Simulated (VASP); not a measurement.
Input of a VASP 6.6.1 run:

INCAR

```
SYSTEM = Pb
ALGO = Normal
EDIFF = 1E-6
ENCUT = 520
GGA = RE
ISIF = 2
ISMEAR = -1
IVDW = 12
LASPH = .TRUE.
LCHARG = .FALSE.
LREAL = .FALSE.
LWAVE = .FALSE.
NBANDS = 13
NELM = 60
PREC = Accurate
SIGMA = 0.05
```

Contents of KPOINTS:

```
k-points
0
G
  9 9 9
  0 0 0
```

Contents of POSCAR:

```
Pb
1.0
    0.0000000000      2.4750200000      2.4750200000
    2.4750200000      0.0000000000      2.4750200000
    2.4750200000      2.4750200000      0.0000000000
Pb
1
Direct
    0.0000000000      0.0000000000      0.0000000000
```

Potentials or basis: VASP PAW PBE potentials, release 64 (Pb_d).

Command:

```sh
$ cat potpaw_PBE.64/Pb_d/POTCAR > POTCAR
$ mpirun -np 1 vasp_std > vasp.out
```

(1) Predict the dispersion energy per atom.

(2) Estimate the pressure.

Results:

(1) -0.735 eV.

(2) -0.6 GPa.

Caveat: the PAW data sets were made with another functional, which shifts forces and pressure a little; pairwise dispersion overbinds metals, which lowers pressure and volume.
